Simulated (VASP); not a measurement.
# AlN (F-43m) in VASP: a series of runs, part 2 of 2

VASP 6.6.1. Earlier steps stand in the parts before.

## 4. Single point, r2SCAN+D4

This run uses another cell than the first one, of 9.79 Å³/atom, 0.887 times its volume.

Contents of POSCAR:

```
AlN
1.0
    0.0000000000      2.1394097525      2.1394097525
    2.1394097525      0.0000000000      2.1394097525
    2.1394097525      2.1394097525      0.0000000000
Al N
1 1
Direct
    0.0000000000      0.0000000000      0.0000000000
    0.2500000000      0.2500000000      0.2500000000
```

Contents of INCAR.step1:

```
ALGO = Normal
EDIFF = 1E-4
ENCUT = 520
GGA = PE
ISMEAR = -1
LASPH = T
LCHARG = F
LREAL = F
LWAVE = T
NBANDS = 11
NELM = 100
PREC = Accurate
SIGMA = 0.05
```

Contents of INCAR.step2:

```
ALGO = Normal
EDIFF = 1E-7
ENCUT = 520
ISIF = 2
ISMEAR = -1
ISTART = 1
IVDW = 13
LASPH = T
LCHARG = F
LMIXTAU = T
LREAL = F
LWAVE = F
METAGGA = R2SCAN
NBANDS = 11
NELM = 100
PREC = Accurate
SIGMA = 0.05
VDW_A1 = 0.51559235
VDW_A2 = 5.77342911
VDW_S6 = 1.0
VDW_S8 = 0.6018749
```

Contents of KPOINTS:

```
k-points
0
Gamma
  10 10 10
```

Potentials or basis: VASP PAW PBE potentials, release 64 (Al, N).

Started as:

```sh
$ cat potpaw_PBE.64/Al/POTCAR potpaw_PBE.64/N/POTCAR > POTCAR
$ cp INCAR.step1 INCAR
$ mpirun -np 1 vasp_std > vasp.out
$ cp INCAR.step2 INCAR
$ mpirun -np 1 vasp_std > vasp.out
```

OUTCAR:

```text
EDIFF = 1E-7
   ENCUT = 520
   ISIF = 2
   ISMEAR = -1
   ISTART = 1
   IVDW = 13
   LASPH = T
   LREAL = F
   METAGGA = R2SCAN
   NELM = 100
   PREC = Accurate

 ion  position               nearest neighbor table
   1  0.000  0.000  0.000-   2 1.85   2 1.85   2 1.85   2 1.85
   2  0.250  0.250  0.250-   1 1.85   1 1.85   1 1.85   1 1.85

  LATTYP: Found a face centered cubic cell.
 ALAT       =     4.2788195050

  Lattice vectors:

[... 523 lines left out ...]

  DFT-D4 for vdW energy calculation

  Edisp (eV):   -0.24449

  FORCE on cell =-STRESS in cart. coord.  units (eV):
  Direction    XX          YY          ZZ          XY          YZ          ZX
  --------------------------------------------------------------------------------------
  -------------------------------------------------------------------------------------
  Total       1.55703     1.55703     1.55703     0.00000     0.00000     0.00000
  in kB     127.37847   127.37847   127.37847     0.00000     0.00000     0.00000
  external pressure =      127.38 kB  Pullay stress =        0.00 kB

 VOLUME and BASIS-vectors are now :
 -----------------------------------------------------------------------------
  energy-cutoff  :      520.00
  volume of cell :       19.58
      direct lattice vectors                 reciprocal lattice vectors
     0.000000000  2.139409753  2.139409753    -0.233709321  0.233709321  0.233709321
     2.139409753  0.000000000  2.139409753     0.233709321 -0.233709321  0.233709321
     2.139409753  2.139409753  0.000000000     0.233709321  0.233709321 -0.233709321

 POSITION                                       TOTAL-FORCE (eV/Angst)
 -----------------------------------------------------------------------------------
      0.00000      0.00000      0.00000         0.000000      0.000000      0.000000
      1.06970      1.06970      1.06970        -0.000000     -0.000000     -0.000000
 -----------------------------------------------------------------------------------
    total drift:                               -0.000001     -0.000001     -0.000001

  FREE ENERGIE OF THE ION-ELECTRON SYSTEM (eV)
  ---------------------------------------------------
  free  energy   TOTEN  =       -19.3687495769 eV

  energy  without entropy=      -19.3687495769  energy(sigma->0) =      -19.36874958
```

OUTCAR.step1:

```text
EDIFF = 1E-4
   ENCUT = 520
   GGA = PE
   ISMEAR = -1
   LASPH = T
   LREAL = F
[... 554 lines left out ...]
 -----------------------------------------------------------------------------------
      0.00000      0.00000      0.00000         0.000000      0.000000     -0.000000
      1.06970      1.06970      1.06970        -0.000000     -0.000000      0.000000
 -----------------------------------------------------------------------------------
    total drift:                                0.000000      0.000000      0.000000

  FREE ENERGIE OF THE ION-ELECTRON SYSTEM (eV)
  ---------------------------------------------------
  free  energy   TOTEN  =       -14.7490731602 eV

  energy  without entropy=      -14.7490731602  energy(sigma->0) =      -14.74907316
```

It took 64 s on 1 thread of AMD EPYC 7R43 (Zen 3), shared host; peak memory 0.1 GiB.

What came out:

| Item | Value |
| --- | --- |
| Free energy | -19.3687 eV |
| Pressure | 12.7 GPa |
| Band gap on the k mesh | 3.98 eV, indirect (least direct gap 5.48 eV) |
| Dispersion energy per atom | -0.122 eV |

Levels at points of the mesh, in eV from the valence-band top:
```csv
k point,band 1,band 2,band 3,band 4,band 5,band 6,band 7,band 8
"(0.00, 0.00, 0.00)",-16.11,0.00,0.00,0.00,5.48,14.17,14.17,14.17
"(0.50, 0.00, 0.00)",-13.91,-6.16,-0.49,-0.49,8.81,11.29,12.35,12.35
"(0.50, 0.50, 0.00)",-13.22,-5.15,-1.87,-1.87,3.98,9.88,16.13,17.77
```

Caveat: the PAW data sets were made with another functional, which shifts forces and pressure a little. A k mesh can miss the band edges.

## 5. Single point, r2SCAN+D4

This run uses another cell than the first one, of 10.00 Å³/atom, 0.906 times its volume.

Contents of POSCAR:

```
AlN
1.0
    0.0000000000      2.1544765148      2.1544765148
    2.1544765148      0.0000000000      2.1544765148
    2.1544765148      2.1544765148      0.0000000000
Al N
1 1
Direct
    0.0000000000      0.0000000000      0.0000000000
    0.2500000000      0.2500000000      0.2500000000
```

Contents of INCAR.step1:

```
ALGO = Normal ; EDIFF = 1E-4
ENCUT = 520 ; GGA = PE
ISMEAR = -1 ; LASPH = True
LCHARG = False ; LREAL = False
LWAVE = True ; NBANDS = 11
NELM = 60 ; PREC = Accurate
SIGMA = 0.05
```

Contents of INCAR.step2:

```
ALGO = Normal ; EDIFF = 1E-6
ENCUT = 520 ; ISIF = 2
ISMEAR = -1 ; ISTART = 1
IVDW = 13 ; LASPH = True
LCHARG = False ; LMIXTAU = True
LREAL = False ; LWAVE = False
METAGGA = R2SCAN ; NBANDS = 11
NELM = 60 ; PREC = Accurate
SIGMA = 0.05 ; VDW_A1 = 0.51559235
VDW_A2 = 5.77342911 ; VDW_S6 = 1.0
VDW_S8 = 0.6018749
```

KPOINTS is that of step 4.

Started as:

```sh
$ cat potpaw_PBE.64/Al/POTCAR potpaw_PBE.64/N/POTCAR > POTCAR
$ cp INCAR.step1 INCAR
$ mpirun -np 1 vasp_std > vasp.out
$ cp INCAR.step2 INCAR
$ mpirun -np 1 vasp_std > vasp.out
```

It took 60 s on 1 thread of AMD EPYC 7R43 (Zen 3), shared host; peak memory 0.1 GiB.

Results (log left out):

```
Free energy                : -19.3954 eV
Pressure                   : 7.4 GPa
Band gap on the k mesh     : 3.97 eV, indirect (least direct gap 5.28 eV)
Dispersion energy per atom : -0.120 eV
```

Levels at points of the mesh, in eV from the valence-band top:
```csv
k point,band 2,band 3,band 4,band 5,band 6,band 7
"(0.00, 0.00, 0.00)",0.00,0.00,0.00,5.28,13.95,13.95
"(0.50, 0.00, 0.00)",-6.07,-0.49,-0.49,8.60,11.13,12.21
"(0.50, 0.50, 0.00)",-5.08,-1.85,-1.85,3.97,9.74,15.81
```

Caveat: the PAW data sets were made with another functional, which shifts forces and pressure a little.

## 6. Single point, r2SCAN+D4

This run uses another cell than the first one, of 10.21 Å³/atom, 0.925 times its volume.

Contents of POSCAR:

```
AlN
1.0
    0.0000000000      2.1693354430      2.1693354430
    2.1693354430      0.0000000000      2.1693354430
    2.1693354430      2.1693354430      0.0000000000
Al N
1 1
Direct
    0.0000000000      0.0000000000      0.0000000000
    0.2500000000      0.2500000000      0.2500000000
```

Contents of INCAR.step1:

```
PREC     = Accurate       # precision mode
ENCUT    = 520            # plane-wave cutoff, eV
ISMEAR   = -1             # smearing method
SIGMA    = 0.05           # smearing width, eV
LREAL    = False          # projectors in reciprocal space
LASPH    = True           # aspherical terms in the spheres
NELM     = 100            # most SCF steps
NBANDS   = 11             # bands
GGA      = PE             # functional
ALGO     = Normal         # electronic algorithm
EDIFF    = 1E-4           # SCF threshold, eV
LWAVE    = True           # write WAVECAR
LCHARG   = False          # write CHGCAR
```

Contents of INCAR.step2:

```
PREC     = Accurate       # precision mode
ENCUT    = 520            # plane-wave cutoff, eV
EDIFF    = 1E-7           # SCF threshold, eV
ISMEAR   = -1             # smearing method
SIGMA    = 0.05           # smearing width, eV
LREAL    = False          # projectors in reciprocal space
LASPH    = True           # aspherical terms in the spheres
NELM     = 100            # most SCF steps
ALGO     = Normal         # electronic algorithm
ISIF     = 2              # what is computed and relaxed
LWAVE    = False          # write WAVECAR
LCHARG   = False          # write CHGCAR
METAGGA  = R2SCAN         # meta-GGA
LMIXTAU  = True         
IVDW     = 13             # dispersion correction
VDW_S6   = 1.0          
VDW_S8   = 0.6018749    
VDW_A1   = 0.51559235   
VDW_A2   = 5.77342911   
NBANDS   = 11             # bands
ISTART   = 1
```

Contents of KPOINTS:

```
Automatic mesh
0
Gamma
  10 10 10
```

Potentials or basis: VASP PAW PBE potentials, release 64 (Al, N).

Started as:

```sh
$ cat potpaw_PBE.64/Al/POTCAR potpaw_PBE.64/N/POTCAR > POTCAR
$ cp INCAR.step1 INCAR
$ mpirun -np 1 vasp_std > vasp.out
$ cp INCAR.step2 INCAR
$ mpirun -np 1 vasp_std > vasp.out
```

It took 68 s on 1 thread of AMD EPYC 7R43 (Zen 3), shared host; peak memory 0.11 GiB.

Results (log left out):

- Free energy: -19.4088 eV
- Pressure: 2.6 GPa
- Band gap on the k mesh: 3.95 eV, indirect (least direct gap 5.08 eV)
- Dispersion energy per atom: -0.117 eV

Levels at points of the mesh, in eV from the valence-band top:
```csv
k point,band 1,band 2,band 3,band 4,band 5,band 6,band 7,band 8,band 9
"(0.00, 0.00, 0.00)",-15.86,0.00,0.00,0.00,5.08,13.73,13.73,13.73,18.70
"(0.50, 0.00, 0.00)",-13.79,-5.98,-0.49,-0.49,8.41,10.97,12.08,12.08,19.62
"(0.50, 0.50, 0.00)",-13.14,-5.01,-1.83,-1.83,3.95,9.61,15.50,17.22,17.22
```

Caveat: the PAW data sets were made with another functional, which shifts forces and pressure a little.

## 7. The runs side by side

| level | potentials or basis | cell | gap on the mesh (eV) | pressure (GPa) |
| --- | --- | --- | --- | --- |
| BLYP+D3(BJ) | VASP PAW PBE potentials, release 64 (Al, N) | a = 3.149 Å, angles 60.0°, 2 atoms | 3.63 | -11.4 |
| LDA | VASP PAW LDA potentials, release 64 (Al, N) | a = 3.129 Å, angles 60.0°, 2 atoms | 3.20 | -10.3 |
| r2SCAN+D4 | VASP PAW PBE potentials, release 64 (Al, N) | a = 3.026 Å, angles 60.0°, 2 atoms | 3.98 | 12.7 |
| r2SCAN+D4 | VASP PAW PBE potentials, release 64 (Al, N) | a = 3.047 Å, angles 60.0°, 2 atoms | 3.97 | 7.4 |
| r2SCAN+D4 | VASP PAW PBE potentials, release 64 (Al, N) | a = 3.068 Å, angles 60.0°, 2 atoms | 3.95 | 2.6 |

Alike in all rows: task single point; no spin polarisation; k mesh 10 × 10 × 10; cutoff (eV) 520; smearing fermi-dirac 0.05 eV.

Caveats: the PAW data sets were made with another functional, which shifts forces and pressure a little (some runs).

Total energies depend on the potentials used, so only differences within one code and one set of settings carry meaning.
